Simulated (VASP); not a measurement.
Write the native input for VASP 6.6.1 that does the following.

```
Task                   : single point
Functional             : PBE
Potentials or basis    : VASP PAW PBE potentials, release 64 (B, As, In_d)
Cutoff                 : 520 eV
k mesh                 : 6 × 6 × 4
Occupations            : fermi-dirac, width 0.02 eV
Spin                   : no spin polarisation
Dipole correction      : no
Further INCAR settings : ALGO = Normal; EDIFF = 1e-06; NBANDS = 21
```

The structure of InBAs2 lies in POSCAR:

```
InBAs2
1.0
    3.8221118359      0.0000000000      0.0000000000
    0.0000000000      3.8221118359      0.0000000000
    0.0000000000      0.0000000000      5.8815103875
B As In
1 2 1
Direct
    0.0000000000      0.0000000000      0.0000000000
    0.0000000000      0.5000000000      0.1923229665
    0.5000000000      0.0000000000      0.8076770335
    0.5000000000      0.5000000000      0.5000000000
```

These files were run (other wordings do the same):

INCAR

```
ALGO = Normal ; EDIFF = 1E-6
ENCUT = 520 ; GGA = PE
ISIF = 2 ; ISMEAR = -1
LASPH = T ; LCHARG = F
LREAL = F ; LWAVE = F
NBANDS = 21 ; NELM = 80
PREC = Accurate ; SIGMA = 0.02
```

KPOINTS

```
k-points
0
Gamma
  6 6 4
```

Potentials or basis: VASP PAW PBE potentials, release 64 (B, As, In_d).

Command:

```sh
$ cat potpaw_PBE.64/B/POTCAR potpaw_PBE.64/As/POTCAR potpaw_PBE.64/In_d/POTCAR > POTCAR
$ mpirun -np 1 vasp_std > vasp.out
```

Results of the run:

```json
{"Pressure": "-1.9 GPa", "Largest force": "0.055 eV/Å", "Band gap on the k mesh": "zero (bands 13 and 14 overlap by 0.19 eV)"}
```

Caveat: semilocal functionals underestimate gaps, so a narrow gap can read as zero; spin-orbit coupling is left out, which moves the levels of the heavy elements.

It took 52 s on 1 thread of Intel(R) Xeon(R) Platinum 8259CL CPU @ 2.50GHz (Skylake/Cascade Lake) (shared host), peak memory 0.22 GiB.
